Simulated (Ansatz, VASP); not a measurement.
# NaSnCl3: VASP beside Ansatz

INCAR

```
SYSTEM = NaSnCl3
ALGO = Normal
EDIFF = 1E-6
ENCUT = 520
GGA = PE
ISIF = 2
ISMEAR = 0
LASPH = .True.
LCHARG = .True.
LELF = .True.
LREAL = .False.
LVHAR = .True.
LWAVE = .False.
NBANDS = 29
NELM = 80
PREC = Accurate
SIGMA = 0.01
```

Contents of KPOINTS:

```
k-points
0
Gamma
  4 4 4
  0 0 0
```

Contents of POSCAR:

```
NaSnCl3
1.0
    5.6165221853      0.0000000000      0.0000000000
    0.0000000000      5.6165221853      0.0000000000
    0.0000000000      0.0000000000      5.6165221853
Na Sn Cl
1 1 3
Direct
    0.0000000000      0.0000000000      0.0000000000
    0.5000000000      0.5000000000      0.5000000000
    0.5000000000      0.5000000000      0.0000000000
    0.5000000000      0.0000000000      0.5000000000
    0.0000000000      0.5000000000      0.5000000000
```

Input for Ansatz:

```yaml
crystal:
  lattice:
    - [5.6165221853, 0.0, 0.0]
    - [0.0, 5.6165221853, 0.0]
    - [0.0, 0.0, 5.6165221853]
  atoms:
    - { symbol: Na, position: [0.0, 0.0, 0.0] }
    - { symbol: Sn, position: [0.5, 0.5, 0.5] }
    - { symbol: Cl, position: [0.5, 0.5, 0.0] }
    - { symbol: Cl, position: [0.5, 0.0, 0.5] }
    - { symbol: Cl, position: [0.0, 0.5, 0.5] }
kpoints:
  mp_grid: { grid: [4, 4, 4] }
hamiltonian:
  xc: pbe
scf:
  occupations: { method: fixed }
  n_extra_bands: 5
output:
  forces: true
  stress: true
  eigenvalues: true
```

Alike in both runs: task single point; functional PBE; k mesh 4 × 4 × 4; no spin polarisation.

```csv
,VASP,Ansatz
version,VASP 6.6.1,Ansatz 0.2.0
potentials or method,"VASP PAW PBE potentials, release 64 (Na_pv, Sn_d, Cl)","plane waves, PAW"
plane-wave cutoff (eV),520,420
occupations,"gaussian, width 0.01 eV",fixed
valence electrons in the cell,42,44
```

```csv
,VASP,Ansatz,Ansatz less VASP
gap on the k mesh at the Fermi level (eV),0.98,0.98,+0.004
pressure (GPa),-0.5,-0.5,+0.04
```

VASP's potentials hold 42 valence electrons a cell and Ansatz's 44, so a difference there can come from the potentials and not from the codes.
